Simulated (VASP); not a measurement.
Here is a VASP 6.6.1 calculation.

Contents of INCAR:

```
PREC = Accurate
ENCUT = 520
EDIFF = 1E-7
ISMEAR = 0
SIGMA = 0.05
LREAL = False
LASPH = True
NELM = 80
ALGO = Fast
ISIF = 2
LWAVE = False
LCHARG = False
GGA = PE
NBANDS = 32
```

Contents of KPOINTS:

```
regular mesh
0
Gamma
  6 6 3
```

POSCAR

```
BaSi3
1.0
    4.4872196948      0.0000000000      0.0000000000
    0.0000000000      4.4872196948      0.0000000000
    0.0000000000      0.0000000000      8.9744393896
Ba Si
2 6
Direct
    0.0000000000      0.0000000000      0.0000000000
    0.0000000000      0.0000000000      0.5000000000
    0.0000000000      0.5000000000      0.2500000000
    0.5000000000      0.5000000000      0.0000000000
    0.5000000000      0.0000000000      0.2500000000
    0.0000000000      0.5000000000      0.7500000000
    0.5000000000      0.5000000000      0.5000000000
    0.5000000000      0.0000000000      0.7500000000
```

Potentials or basis: VASP PAW PBE potentials, release 64 (Ba_sv, Si).

Launch:

```sh
$ cat potpaw_PBE.64/Ba_sv/POTCAR potpaw_PBE.64/Si/POTCAR > POTCAR
$ mpirun -np 1 vasp_std > vasp.out
```

Question: What does it give for the band gap on the k mesh?

Answer: Zero (bands 22 and 23 overlap by 0.86 eV).

Question: Estimate the pressure.

Answer: 0.8 GPa.

Caveat: spin-orbit coupling is left out, which moves the levels of the heavy elements.
